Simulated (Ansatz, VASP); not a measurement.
Two plane-wave programs on SnSe

Contents of INCAR:

```
PREC = Accurate
ENCUT = 520
EDIFF = 1E-6
ISMEAR = 0
SIGMA = 0.05
LREAL = False
LASPH = True
NELM = 80
ALGO = Normal
ISIF = 2
LWAVE = False
LCHARG = False
GGA = PE
IVDW = 12
NBANDS = 17
```

File KPOINTS:

```
regular mesh
0
Gamma
  12 12 12
```

POSCAR

```
SnSe
1.0
    0.0000000000      3.0512380011      2.9291884811
    3.0512380011      0.0000000000      2.9291884811
    3.0512380011      3.0512380011      0.0000000000
Sn Se
1 1
Direct
    0.0000000000      0.0000000000      0.0000000000
    0.5000000000      0.5000000000      0.5000000000
```

Input for Ansatz:

```yaml
crystal:
  lattice:
    - [0.0, 3.0512380011, 2.9291884811]
    - [3.0512380011, 0.0, 2.9291884811]
    - [3.0512380011, 3.0512380011, 0.0]
  atoms:
    - { symbol: Sn, position: [0.0, 0.0, 0.0] }
    - { symbol: Se, position: [0.5, 0.5, 0.5] }
basis:
  ecutwfc: 420
kpoints:
  mp_grid: { grid: [12, 12, 12] }
hamiltonian:
  xc: pbe
  dispersion: d3bj
scf:
  occupations: { method: gaussian, width: 0.05 }
output:
  forces: true
  stress: true
  eigenvalues: true
```

Alike in both runs: task single point; functional PBE; dispersion D3(BJ); k mesh 12 × 12 × 12; occupations gaussian, width 0.05 eV; no spin polarisation.

|  | VASP | Ansatz |
| --- | --- | --- |
| version | VASP 6.6.1 | Ansatz 0.2.0 |
| potentials or method | VASP PAW PBE potentials, release 64 (Sn_d, Se), cutoff 520 eV | scalar-relativistic, plane waves, PAW |
| valence electrons in the cell | 20 | 30 |

Ansatz gave:

```
gap on the k mesh at the Fermi level (eV)                     : 0.31
least direct gap on the mesh (eV)                             : 0.34
pressure (GPa)                                                : -0.8
traceless stress, the component that is largest in VASP (GPa) : 3.60
```

**Question.** What did VASP give for the same quantities?

**Answer.** gap on the k mesh at the Fermi level (eV): 0.31; least direct gap on the mesh (eV): 0.34; pressure (GPa): -0.8; traceless stress, the component that is largest in VASP (GPa): 3.61.

VASP's potentials hold 20 valence electrons a cell and Ansatz's 30, so a difference there can come from the potentials and not from the codes.
